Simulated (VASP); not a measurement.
Wanted: the native input for a VASP 6.6.1 run.

```yaml
Task: single point
Functional: PBE
Dispersion: D3(BJ)
Potentials_or_basis: VASP PAW PBE potentials, release 64 (Al, H)
Cutoff: 520 eV
k_mesh: 2 × 2 × 2
Occupations: fermi-dirac, width 0.1 eV
Spin: no spin polarisation
Dipole_correction: no
Further_INCAR_settings: LREAL = Auto; ALGO = Normal; EDIFF = 1e-07; NBANDS = 70
```

The structure of Al32H (a cell with a defect) lies in POSCAR:

```
Al32H
1.0
    8.1000000000      0.0000000000      0.0000000000
    0.0000000000      8.1000000000      0.0000000000
    0.0000000000      0.0000000000      8.1000000000
Al H
32 1
Direct
    0.4980987654     -0.0071728395     -0.0126913580
    0.7447901235      0.2715185185     -0.0092222222
    0.7365679012      0.0013456790      0.2515185185
   -0.0196049383      0.0024938272      0.0014444444
    0.2529753086      0.2493209877      0.0273456790
    0.4630493827      0.5090987654     -0.0114567901
    0.6966543210      0.7535679012     -0.0165061728
    0.2628148148      0.0228148148      0.2362345679
    0.4885432099      0.2742716049      0.2507407407
    0.7424074074      0.5270000000      0.2675555556
    0.4403209877     -0.0130246914      0.5326296296
    0.7444938272      0.2388888889      0.5087530864
    0.7431728395      0.0447407407      0.7908888889
   -0.0542592593      0.5262345679      0.0228024691
    0.2432469136      0.7596913580     -0.0108641975
    0.0294814815      0.2472222222      0.2377407407
    0.2524320988      0.5219506173      0.2434567901
    0.4653333333      0.7659259259      0.2061728395
   -0.0050370370      0.0130000000      0.5223456790
    0.2515432099      0.2522469136      0.5019753086
    0.4599629630      0.4796049383      0.4922469136
    0.7689876543      0.8069382716      0.5533333333
    0.2082469136     -0.0121358025      0.7292839506
    0.4803333333      0.2318641975      0.7454320988
    0.7479135802      0.5210000000      0.7156790123
   -0.0199382716      0.7210493827      0.2970370370
   -0.0043209877      0.5173086420      0.5139012346
    0.2443209877      0.7446913580      0.4765308642
   -0.0201604938      0.2996543210      0.7343827160
    0.2569506173      0.4969506173      0.7500987654
    0.4829629630      0.7457283951      0.7430370370
   -0.0048765432      0.7597160494      0.7851111111
    0.6068271605      0.6420493827      0.4184320988
```

One way to write it, as run:

INCAR

```
SYSTEM = Al32H
  PREC = Accurate
  ENCUT = 520
  EDIFF = 1E-7
  ISMEAR = -1
  SIGMA = 0.1
  LREAL = Auto
  LASPH = .TRUE.
  NELM = 100
  ALGO = Normal
  ISIF = 2
  LWAVE = .FALSE.
  LCHARG = .TRUE.
  GGA = PE
  IVDW = 12
  LELF = .TRUE.
  LVHAR = .TRUE.
  NBANDS = 70
```

KPOINTS

```
regular mesh
0
G
  2 2 2
  0 0 0
```

Potentials or basis: VASP PAW PBE potentials, release 64 (Al, H).

Command:

```sh
$ cat potpaw_PBE.64/Al/POTCAR potpaw_PBE.64/H/POTCAR > POTCAR
$ mpirun -np 1 vasp_std > vasp.out
```

Results of the run:

- Pressure: 2.2 GPa
- Largest force: 2.670 eV/Å
- Dispersion energy per atom: -0.329 eV

Caveat: the k points lie up to 0.39 Å⁻¹ apart.

Wall time 6.3 min on 1 thread of Intel Xeon 6975P-C (shared host), peak memory 0.57 GiB.
